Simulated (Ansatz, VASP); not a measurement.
# Two plane-wave programs on InAs

```
In As
1.0
     0.00000    3.26592    3.02400
     3.26592    0.00000    3.02400
     3.26592    3.26592    0.00000
In As
1 1
Direct
  0.00000 0.00000 0.00000
  0.75000 0.75000 0.75000
```

Change from the starting cell: strain +0.080 along x and y, +0.000 along z, atoms carried along.

Alike in both runs: task single point; functional PBEsol; k mesh 14 × 14 × 14; occupations gaussian, width 0.15 eV; no spin polarisation.

|  | VASP | Ansatz |
| --- | --- | --- |
| version | VASP 6.6.1 | Ansatz 0.2.0 |
| potentials or method | VASP PAW PBE potentials, release 64 (In_d, As), cutoff 520 eV | scalar-relativistic, plane waves, PAW |
| valence electrons in the cell | 18 | 28 |

VASP gave:

```
pressure (GPa)                                                : -5.4
traceless stress, the component that is largest in VASP (GPa) : 1.58
```

**Question.** What did Ansatz give for the same quantities?

**Answer.** Pressure (GPa): -5.5; traceless stress, the component that is largest in VASP (GPa): 1.59.

VASP's potentials were made for PBE, not for PBEsol. The functional is the same, so the differences come from potentials, cutoffs and numerics. VASP's potentials hold 18 valence electrons a cell and Ansatz's 28, so a difference there can come from the potentials and not from the codes.
